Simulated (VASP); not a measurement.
Crystal: NiMoIrPdW.

```
Ni Mo Pd Ir W
1.0
     2.76616    0.00000    0.00000
    -1.38308    2.39557    0.00000
     0.00000    0.00000   11.02292
Ni Mo Pd Ir W
1 1 1 1 1
Cartesian
  0.0000 1.5971 6.5820
  0.0000 0.0000 4.5276
  1.3831 0.7985 8.7654
  1.3831 0.7985 2.2002
  0.0000 1.5971 10.9936
```

| Quantity | Value |
| --- | --- |
| Program | VASP 6.6.1 |
| Task | relaxation of cell and atoms |
| Functional | PBE |
| Dispersion | D4 |
| Potentials or basis | VASP PAW PBE potentials, release 64 (Ni, Mo_sv, Pd, Ir, W_sv) |
| Cutoff | 600 eV |
| k mesh | 8 × 8 × 2 |
| Occupations | fermi-dirac, width 0.05 eV |
| Spin | collinear spin, ferromagnetic start |
| Starting moments | [1.0, 1.0, 0.0, 0.6, 0.0] μB |

At the start: pressure -5.1 GPa; volume 14.61 Å³/atom.

How do energy, volume and symmetry change on relaxing?

Over 8 steps the energy falls by 4.7 meV/atom and the volume is 14.32 Å³/atom (-2.0 %); space group P3m1 (No. 156, to 0.1 Å) before and after; moment 0.00 μB per cell.

The path:
| step | energy change (eV) | largest force (eV/Å) | pressure (GPa) | volume (Å³) |
| --- | --- | --- | --- | --- |
| 1 | 0.0000 | 0.1294 | -5.09 | 73.04 |
| 2 | 0.1242 | 0.4392 | 14.59 | 68.25 |
| 3 | -0.0224 | 0.1447 | 0.06 | 71.64 |
| 4 | -0.0223 | 0.1440 | -0.02 | 71.67 |
| 5 | -0.0232 | 0.0501 | -0.05 | 71.66 |
| 6 | -0.0232 | 0.0294 | -0.08 | 71.65 |
| 7 | -0.0232 | 0.0344 | -0.06 | 71.65 |
| 8 | -0.0233 | 0.0100 | 0.05 | 71.60 |

Final structure:
```
Ni Mo Pd Ir W
1.0
     2.74727    0.00000    0.00000
    -1.37364    2.37921    0.00000
     0.00000    0.00000   10.95382
Ni Mo Pd Ir W
1 1 1 1 1
Direct
  0.33333 0.66667 0.59695
  0.00000 0.00000 0.41018
  0.66667 0.33333 0.79503
  0.66667 0.33333 0.20061
  0.33333 0.66667 0.99723
```

Caveat: the moments typed at the start vanished in this run.
